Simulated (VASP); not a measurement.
GdCd, 2 atoms in the cell. The structure is cubic, space group Pm-3m (No. 221). Conventional cell: a = 3.833 Å, b = 3.833 Å, c = 3.833 Å, α = 90.00°, β = 90.00°, γ = 90.00°. Gd (site symmetry m-3m) has 8 Cd at 3.32 Å and 6 Gd at 3.83 Å within 4.4 Å. Within 4.4 Å of Cd (site symmetry m-3m) lie 8 Gd at 3.32 Å and 6 Cd at 3.83 Å. 

```yaml
Program: VASP 6.6.1
Task: single point
Functional: PBEsol
Potentials_or_basis: VASP PAW PBE potentials, release 64 (Gd, Cd)
Cutoff: 520 eV
k_mesh: 8 × 8 × 8
Occupations: fermi-dirac, width 0.1 eV
Spin: collinear spin, ferromagnetic start
Starting_moments: "[7.0, 0.0] μB"
Dipole_correction: no
Further_INCAR_settings: ALGO = Normal; EDIFF = 1e-06; NBANDS = 26
```

Potentials or basis: VASP PAW PBE potentials, release 64 (Gd, Cd).

Launch:

```console
$ cat potpaw_PBE.64/Gd/POTCAR potpaw_PBE.64/Cd/POTCAR > POTCAR
$ mpirun -np 1 vasp_std > vasp.out
```

Hardware: 1 thread of Intel(R) Xeon(R) Platinum 8488C (Sapphire Rapids), with other jobs on the host.

Question: Estimate the wall time of this run.

Answer: It took 91 s on 1 thread of Intel(R) Xeon(R) Platinum 8488C (Sapphire Rapids), on a shared host, peak memory 0.26 GiB. Counts: scf iterations 21, k points 35.
